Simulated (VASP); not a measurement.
# Zn (Im-3m) in VASP: further runs

Zn is run at these levels: r2SCAN, LDA; tasks: single point.

All numbers are computed with VASP 6.6.1; they aren't measurements. Logs are shortened: lines on timing, memory, paths and dates and some standing lists are left out, and cuts for length are marked.

### 1 The cell of the first run

It takes space group Im-3m (No. 229, cubic). The conventional cell has a = 3.200 Å, b = 3.200 Å, c = 3.200 Å, α = 90.00°, β = 90.00°, γ = 90.00°. Zn (site symmetry m-3m) has 14 Zn at 2.77 to 3.20 Å within 3.7 Å.

### 2 Single point, r2SCAN

Contents of POSCAR:

```
Zn
1.0
   -1.5998102441      1.5998102441      1.5998102441
    1.5998102441     -1.5998102441      1.5998102441
    1.5998102441      1.5998102441     -1.5998102441
Zn
1
Direct
    0.0000000000      0.0000000000      0.0000000000
```

Contents of INCAR.step1:

```
SYSTEM = Zn
PREC = Accurate
ENCUT = 520
ISMEAR = -1
SIGMA = 0.05
LREAL = .FALSE.
LASPH = .TRUE.
NELM = 60
NBANDS = 12
GGA = PE
ALGO = Normal
EDIFF = 1E-4
LWAVE = .TRUE.
LCHARG = .FALSE.
```

Contents of INCAR.step2:

```
SYSTEM = Zn
PREC = Accurate
ENCUT = 520
EDIFF = 1E-6
ISMEAR = -1
SIGMA = 0.05
LREAL = .FALSE.
LASPH = .TRUE.
NELM = 60
ALGO = Normal
ISIF = 2
LWAVE = .FALSE.
LCHARG = .FALSE.
METAGGA = R2SCAN
LMIXTAU = .TRUE.
NBANDS = 12
ISTART = 1
```

Contents of KPOINTS:

```
regular mesh
0
G
  12 12 12
  0 0 0
```

Potentials or basis: VASP PAW PBE potentials, release 64 (Zn).

The run is started by

```
> cat potpaw_PBE.64/Zn/POTCAR > POTCAR
> cp INCAR.step1 INCAR
> mpirun -np 1 vasp_std > vasp.out
> cp INCAR.step2 INCAR
> mpirun -np 1 vasp_std > vasp.out
```

OUTCAR:

```text
SYSTEM = Zn
   PREC = Accurate
   ENCUT = 520
   EDIFF = 1E-6
   ISMEAR = -1
   LREAL = .FALSE.
   LASPH = .TRUE.
   NELM = 60
   ISIF = 2
   METAGGA = R2SCAN
   ISTART = 1

 ion  position               nearest neighbor table
   1  0.000  0.000  0.000-

  LATTYP: Found a body centered cubic cell.
 ALAT       =     3.1996204882

  Lattice vectors:

 A1 = (  -1.5998102441,   1.5998102441,   1.5998102441)
 A2 = (   1.5998102441,  -1.5998102441,   1.5998102441)
 A3 = (   1.5998102441,   1.5998102441,  -1.5998102441)

Analysis of symmetry for initial positions (statically):
=====================================================================
 Subroutine PRICEL returns:
 Original cell was already a primitive cell.

 Routine SETGRP: Setting up the symmetry group for a
 body centered cubic supercell.

 Subroutine GETGRP returns: Found 48 space group operations
 (whereof 48 operations were pure point group operations)
 out of a pool of 48 trial point group operations.

The static configuration has the point symmetry O_h .

Analysis of symmetry for dynamics (positions and initial velocities):
=====================================================================
 Subroutine PRICEL returns:
 Original cell was already a primitive cell.

 Routine SETGRP: Setting up the symmetry group for a
 body centered cubic supercell.

 Subroutine GETGRP returns: Found 48 space group operations
 (whereof 48 operations were pure point group operations)
 out of a pool of 48 trial point group operations.

The dynamic configuration has the point symmetry O_h .

 Subroutine INISYM returns: Found 48 space group operations
 (whereof 48 operations are pure point group operations),
 and found     1 'primitive' translations

----------------------------------------------------------------------------------------

                                     Primitive cell

  volume of cell :      16.3782

  direct lattice vectors                    reciprocal lattice vectors
    -1.599810244  1.599810244  1.599810244     0.000000000  0.312537066  0.312537066
     1.599810244 -1.599810244  1.599810244     0.312537066  0.000000000  0.312537066
     1.599810244  1.599810244 -1.599810244     0.312537066  0.312537066  0.000000000

  length of vectors
     2.770952625  2.770952625  2.770952625     0.441994158  0.441994158  0.441994158

  position of ions in fractional coordinates (direct lattice)
     0.000000000  0.000000000  0.000000000

  ion indices of the primitive-cell ions
   primitive index   ion index
                 1           1

----------------------------------------------------------------------------------------

 KPOINTS: regular mesh

Automatic generation of k-mesh.
 Grid dimensions read from file:
 generate k-points for:   12   12   12

 Generating k-lattice:

  Cartesian coordinates                     Fractional coordinates (reciprocal lattice)
     0.000000000  0.026044756  0.026044756     0.083333333  0.000000000  0.000000000
     0.026044756  0.000000000  0.026044756     0.000000000  0.083333333  0.000000000
     0.026044756  0.026044756  0.000000000     0.000000000  0.000000000  0.083333333

  Length of vectors
     0.036832846  0.036832846  0.036832846

  Shift w.r.t. Gamma in fractional coordinates (k-lattice)
     0.000000000  0.000000000  0.000000000

 Subroutine IBZKPT returns following result:
 ===========================================

 Found     72 irreducible k-points:

 Following reciprocal coordinates:
            Coordinates               Weight
  0.000000  0.000000  0.000000      1.000000
  0.083333  0.000000  0.000000     12.000000
  0.166667  0.000000  0.000000     12.000000
  0.250000  0.000000  0.000000     12.000000
  0.333333  0.000000  0.000000     12.000000
  0.416667  0.000000  0.000000     12.000000
[... 16 lines left out ...]
  0.333333  0.083333  0.083333     24.000000
  0.416667  0.083333  0.083333     12.000000
 [... further k-points ...]
   k-points           NKPTS =     72   k-points in BZ     NKDIM =     72   number of bands    NBANDS=     12
   number of dos      NEDOS =    301   number of ions     NIONS =      1
   total plane-waves  NPLWV =  13824
   dimension x,y,z NGX =    24 NGY =   24 NGZ =   24
   dimension x,y,z NGXF=    48 NGYF=   48 NGZF=   48
   ions per type =               1
   NGX,Y,Z   is equivalent  to a cutoff of  14.40, 14.40, 14.40 a.u.
   NGXF,Y,Z  is equivalent  to a cutoff of  28.80, 28.80, 28.80 a.u.
 SYSTEM =  Zn
   PREC   = accura    normal or accurate (medium, high low for compatibility)
   ISTART =      1    job   : 0-new  1-cont  2-samecut
   ICHARG =      0    charge: 1-file 2-atom 10-const
   ISPIN  =      1    spin polarized calculation?
   LNONCOLLINEAR =      F non collinear calculations
   LSORBIT =      F    spin-orbit coupling
   LASPH  =      T    aspherical Exc in radial PAW
   ENCUT  =  520.0 eV  38.22 Ry    6.18 a.u.   5.15  5.15  5.15*2*pi/ulx,y,z
   NELM   =     60;   NELMIN=  2; NELMDL=  0     # of ELM steps
   EDIFF  = 0.1E-05   stopping-criterion for ELM
   LREAL  =      F    real-space projection
   EDIFFG = 0.1E-04   stopping-criterion for IOM
   NSW    =      0    number of steps for IOM
   IBRION =     -1    ionic relax: 0-MD 1-quasi-New 2-CG
   NFREE  =      0    steps in history (QN), initial steepest desc. (CG)
   ISIF   =      2    stress and relaxation
   ISYM   =      2    0-nonsym 1-usesym 2-fastsym
   POTIM  = 0.5000    time-step for ionic-motion
   TEBEG  =    0.0;   TEEND  =   0.0 temperature during run
   PSTRESS=    0.0 pullay stress
   NELECT =      12.0000    total number of electrons
   NUPDOWN=      -1.0000    fix difference up-down
   EMIN   =  10.00;   EMAX   =-10.00  energy-range for DOS
   EFERMI =   0.00;   METHOD = LEGACY
   ISMEAR =    -1;   SIGMA  =   0.05  broadening in eV -4-tet -1-fermi 0-gaus
   EFERMI_NEDOS =   21; number of points for ismear=-14 and -15
   IALGO  =     38    algorithm
   IMIX   =      4    mixing-type and parameters
     AMIX     =   0.40;   BMIX     =  1.00
     AMIX_MAG =   1.60;   BMIX_MAG =  1.00
  volume/ion in A,a.u.               =      16.38       110.53
  Fermi-wavevector in a.u.,A,eV,Ry     =   1.475865  2.788981 29.635923  2.178179
  Thomas-Fermi vector in A             =   2.590462
   LORBIT       =      0    0 simple, 1 ext, 2 COOP (PROOUT), +10 PAW based schemes
   METAGGA = R2SCAN    functional components
   LHFCALC =     F    Hartree Fock is set to
   AEXX    =    0.0000 exact exchange contribution
   IVDW    =     0    specifies the selected vdW correction
   LEPSILON=     F    determine dielectric tensor
   LRPA    =     F    only Hartree local field effects (RPA)
 non-spin polarized calculation
  energy-cutoff  :      520.00
  volume of cell :       16.38
 maximum number of plane-waves:       466
 NGX is ok and might be reduce to    24
   NGX = 11   NGY = 11   NGZ = 11

 number of electron      12.0000011 magnetization

 Free energy of the ion-electron system (eV)
  ---------------------------------------------------
  ext. energy  EPLUGINS =         0.00000000
  ---------------------------------------------------
  free energy    TOTEN  =        -8.74309813 eV

  energy without entropy =       -8.73942688  energy(sigma->0) =       -8.74126251

 E-fermi :   2.5357     XC(G=0): -12.2416

 val. band max:        2.4960383148   @ k =   0.4167   0.0833   0.0000
 cond. band min:       2.6071821267   @ k =   0.3333   0.2500   0.0833
 fundamental gap:      0.1111438120
 Fermi energy:         2.5357174679

 k-point     1 :       0.0000    0.0000    0.0000
  band No.  band energies     occupation
      1      -7.7916      2.00000
      2      -5.3673      2.00000
      3      -5.3671      2.00000
      4      -5.3671      2.00000
      5      -4.9157      2.00000
      6      -4.9157      2.00000
      7      21.7155      0.00000
      8      21.7155      0.00000
      9      21.7156      0.00000
     10      23.7688      0.00000
     11      23.7689      0.00000
     12      23.7689      0.00000

 k-point     2 :       0.0833    0.0000    0.0000
  band No.  band energies     occupation
      1      -7.5713      2.00000
      2      -5.3856      2.00000
      3      -5.3623      2.00000
      4      -5.3205      2.00000
      5      -4.9326      2.00000
      6      -4.9146      2.00000
      7      18.9565      0.00000
      8      20.2835      0.00000
      9      20.8570      0.00000
     10      22.2001      0.00000
     11      22.2526      0.00000
     12      23.4422      0.00000

 k-point     3 :       0.1667    0.0000    0.0000
  band No.  band energies     occupation
      1      -6.9397      2.00000
      2      -5.4362      2.00000
      3      -5.3320      2.00000
      4      -5.1903      2.00000
      5      -4.9645      2.00000
      6      -4.9112      2.00000
      7      14.7189      0.00000
      8      18.2584      0.00000
      9      19.1615      0.00000
     10      20.6049      0.00000
     11      21.2085      0.00000
     12      23.9925      0.00000
[... 286 lines left out ...]
 k-point    23 :       0.3333    0.0833    0.0833
  band No.  band energies     occupation
      1      -5.7997      2.00000
      2      -5.6215      2.00000
      3      -4.9322      2.00000
      4      -4.8896      2.00000
      5      -4.8831      2.00000
      6      -1.2902      2.00000
      7       4.1723      0.00000
      8      11.4721      0.00000
      9      12.1323      0.00000
     10      22.4399      0.00000
     11      23.0619      0.00000
     12      29.3041      0.00000

 k-point    24 :       0.4167    0.0833    0.0833
  band No.  band energies     occupation
      1      -5.8253      2.00000
      2      -5.6372      2.00000
      3      -4.9238      2.00000
      4      -4.8863      2.00000
      5      -4.8167      2.00000
      6       0.6242      2.00000
      7       1.8222      2.00000
      8      11.2260      0.00000
      9      11.9183      0.00000
     10      22.2470      0.00000
     11      22.9223      0.00000
     12      30.9775      0.00000

 [... further k-points ...]

------------------------ aborting loop because EDIFF is reached ----------------------------------------

  FORCE on cell =-STRESS in cart. coord.  units (eV):
  Direction    XX          YY          ZZ          XY          YZ          ZX
  --------------------------------------------------------------------------------------
  -------------------------------------------------------------------------------------
  Total       -0.7718910     -0.7718910     -0.7718910      0.0000000     -0.0000000      0.0000000
  in kB      -75.5094194    -75.5094194    -75.5094194      0.0000000     -0.0000000      0.0000000
  external PRESSURE =     -75.5094194 kB  Pullay stress =       0.0000000 kB

 VOLUME and BASIS-vectors are now :
 -----------------------------------------------------------------------------
  energy-cutoff  :      520.00
  volume of cell :       16.38
      direct lattice vectors                 reciprocal lattice vectors
    -1.599810244  1.599810244  1.599810244     0.000000000  0.312537066  0.312537066
     1.599810244 -1.599810244  1.599810244     0.312537066  0.000000000  0.312537066
     1.599810244  1.599810244 -1.599810244     0.312537066  0.312537066  0.000000000

 POSITION                                       TOTAL-FORCE (eV/Angst)
 -----------------------------------------------------------------------------------
      0.00000      0.00000      0.00000         0.000000     -0.000000     -0.000000
 -----------------------------------------------------------------------------------
    total drift:                                0.000000      0.000000     -0.000000

  FREE ENERGIE OF THE ION-ELECTRON SYSTEM (eV)
  ---------------------------------------------------
  free  energy   TOTEN  =        -8.7430981346 eV

  energy  without entropy=       -8.7394268837  energy(sigma->0) =       -8.74126251
```

Wall time 35 s (1 thread of Intel Xeon Platinum 8375C at 2.90GHz (Ice Lake), shared host); peak memory 0.14 GiB.

Results:

| Property | Result |
| --- | --- |
| Free energy | -8.7431 eV |
| Pressure | -7.6 GPa |
| Band gap on the k mesh | zero (band 6 reaches 6.91 eV, above the bottom of band 7 at 1.52 eV) |

Caveat: the PAW data sets were made with another functional, which shifts forces and pressure a little.

### 3 Single point, LDA

This run uses another cell than the first one, of 14.52 Å³/atom, 0.887 times its volume.

Contents of INCAR:

```
SYSTEM = Zn
PREC = Accurate ; ENCUT = 520
EDIFF = 1E-6 ; ISMEAR = -1
SIGMA = 0.05 ; LREAL = .False.
LASPH = .True. ; NELM = 100
ALGO = Normal ; ISIF = 2
LWAVE = .False. ; LCHARG = .False.
GGA = CA ; NBANDS = 12
```

Contents of KPOINTS:

```
Automatic mesh
0
Gamma
  12 12 12
  0 0 0
```

Contents of POSCAR:

```
Zn
1.0
   -1.5370068493      1.5370068493      1.5370068493
    1.5370068493     -1.5370068493      1.5370068493
    1.5370068493      1.5370068493     -1.5370068493
Zn
1
Direct
    0.0000000000      0.0000000000      0.0000000000
```

Potentials or basis: VASP PAW LDA potentials, release 64 (Zn).

The run is started by

```
> cat potpaw_LDA.64/Zn/POTCAR > POTCAR
> mpirun -np 1 vasp_std > vasp.out
```

Run time: 9.3 s. Hardware: 1 thread of AMD EPYC 7R43 (Zen 3), shared host; peak memory 0.07 GiB.

Results (log left out):

```
Free energy            : -1.7601 eV
Pressure               : -4.4 GPa
Band gap on the k mesh : zero (band 6 reaches 7.55 eV, above the bottom of band 7 at 2.38 eV)
```

Levels at points of the mesh, in eV from the Fermi level:
```csv
k point,band 4,band 5,band 6,band 7,band 8,band 9
"(0.00, 0.00, 0.00)",-8.01,-7.44,-7.44,19.78,19.78,19.78
"(0.50, 0.00, 0.00)",-7.41,-7.07,-2.87,-0.93,11.66,13.09
"(0.50, 0.50, 0.50)",-7.16,-7.16,4.25,4.25,4.25,8.02
```

### 4 Single point, LDA

This run uses another cell than the first one, of 14.83 Å³/atom, 0.906 times its volume.

Contents of INCAR:

```
ALGO = Normal
EDIFF = 1E-7
ENCUT = 520
GGA = CA
ISIF = 2
ISMEAR = -1
LASPH = T
LCHARG = T
LELF = T
LREAL = F
LVHAR = T
LWAVE = F
NBANDS = 12
NELM = 60
PREC = Accurate
SIGMA = 0.05
```

Contents of KPOINTS:

```
k-points
0
Gamma
  12 12 12
```

Contents of POSCAR:

```
Zn
1.0
   -1.5478311978      1.5478311978      1.5478311978
    1.5478311978     -1.5478311978      1.5478311978
    1.5478311978      1.5478311978     -1.5478311978
Zn
1
Direct
    0.0000000000      0.0000000000      0.0000000000
```

The run is started by

```
> cat potpaw_LDA.64/Zn/POTCAR > POTCAR
> mpirun -np 1 vasp_std > vasp.out
```

It took 10 s on 1 thread of AMD EPYC 7R43 (Zen 3), shared host; peak memory 0.08 GiB.

It converged, with:

| Property | Result |
| --- | --- |
| Free energy | -1.7501 eV |
| Pressure | -5.8 GPa |
| Band gap on the k mesh | zero (band 6 reaches 7.35 eV, above the bottom of band 7 at 2.17 eV) |

Levels at points of the mesh, in eV from the Fermi level:
```
           k point  band 3  band 4  band 5  band 6  band 7  band 8  band 9  band 10
(0.00, 0.00, 0.00)   -7.92   -7.92   -7.38   -7.38   19.43   19.43   19.43    21.23
(0.50, 0.00, 0.00)   -7.41   -7.35   -7.03   -2.76   -0.95   11.50   12.96    15.70
(0.50, 0.50, 0.50)   -7.11   -7.11   -7.11    4.23    4.23    4.23    7.78     8.85
```

[end of part 1 of 2]
